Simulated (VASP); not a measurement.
Crystal: GaN.

```
Ga N
1.0
     0.00000    2.23681    2.23681
     2.23681    0.00000    2.23681
     2.23681    2.23681    0.00000
Ga N
1 1
Cartesian
  0.0000 0.0000 0.0000
  3.3552 3.3552 3.3552
```

This cell differs from its parent crystal: strain -0.5%.

Base run:

| Property | Result |
| --- | --- |
| Program | VASP 6.6.1 |
| Functional | r2SCAN |
| Potentials or basis | VASP PAW PBE potentials, release 64 (Ga_d, N) |
| Cutoff | 520 eV |
| k mesh | 10 × 10 × 10 |
| Occupations | gaussian, width 0.01 eV |
| Spin | no spin polarisation |

Its results: band gap on the k mesh 2.27 eV; pressure 4.5 GPa.

Question: The run is repeated on the same cell with these changes: functional from r2SCAN to HSE06; k mesh from 10 × 10 × 10 to 6 × 6 × 6. What comes out?

Answer: Band gap on the k mesh 3.14 eV; pressure 3.2 GPa.

Several settings changed at once.

Caveats: the cell stands under pressure; the PAW data sets were made with another functional, which shifts forces and pressure a little.

